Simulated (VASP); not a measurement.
CuO (Tenorite): single point with PBEsol

CuO (Tenorite):

```xyz
4
Lattice="2.3602 -1.7247 0.0000 2.3602 1.7247 0.0000 -0.8663 0.0000 5.0929" Properties=species:S:1:pos:R:3 pbc="T T T"
Cu    0.7470   -0.8513    2.5465
Cu    1.1801    0.8513    0.0000
O     1.6530    0.2860    3.8386
O     2.0861   -0.2860    1.2921
```

This cell differs from its parent crystal: volume scaled by 1.02.

```json
{
  "Program": "VASP 6.6.1",
  "Task": "single point",
  "Functional": "PBEsol",
  "Potentials or basis": "VASP PAW PBE potentials, release 64 (Cu, O)",
  "Cutoff": "520 eV",
  "k mesh": "10 × 10 × 5",
  "Occupations": "fermi-dirac, width 0.05 eV",
  "Spin": "no spin polarisation"
}
```

```yaml
Pressure: -5.3 GPa
Largest_force: 0.744 eV/Å
Band_gap_on_the_k_mesh: zero (band 17 reaches 5.52 eV, above the bottom of band 18 at 4.92 eV)
```

Forces in eV/Å, atoms in the order of the input:
```
Cu  -0.572 -0.301  0.217
Cu  -0.572  0.301  0.217
O    0.572 -0.423 -0.217
O    0.572  0.423 -0.217
```

Stress tensor (GPa, compression positive):
```
-5.84  0.00 -0.65
 0.00 -2.70  0.00
-0.65  0.00 -7.43
```

Levels at points of the mesh, in eV from the Fermi level:
| k point | band 15 | band 16 | band 17 | band 18 | band 19 | band 20 |
| --- | --- | --- | --- | --- | --- | --- |
| (0.00, 0.00, 0.00) | -2.06 | -1.58 | 0.23 | 0.91 | 1.59 | 5.90 |
| (0.50, 0.00, 0.00) | -1.42 | -1.34 | -0.03 | 0.29 | 4.81 | 6.14 |
| (0.50, 0.50, 0.00) | -1.66 | -1.17 | -0.61 | 1.05 | 3.33 | 6.89 |

Wall time 75 s on 1 thread of AMD EPYC 9R45 96-Core Processor (Zen 5), with other jobs on the host, peak memory 0.22 GiB.

Caveat: the PAW data sets were made with another functional, which shifts forces and pressure a little; semilocal functionals often make such compounds metallic where correlation or magnetic order opens a gap, which also shifts bond lengths.
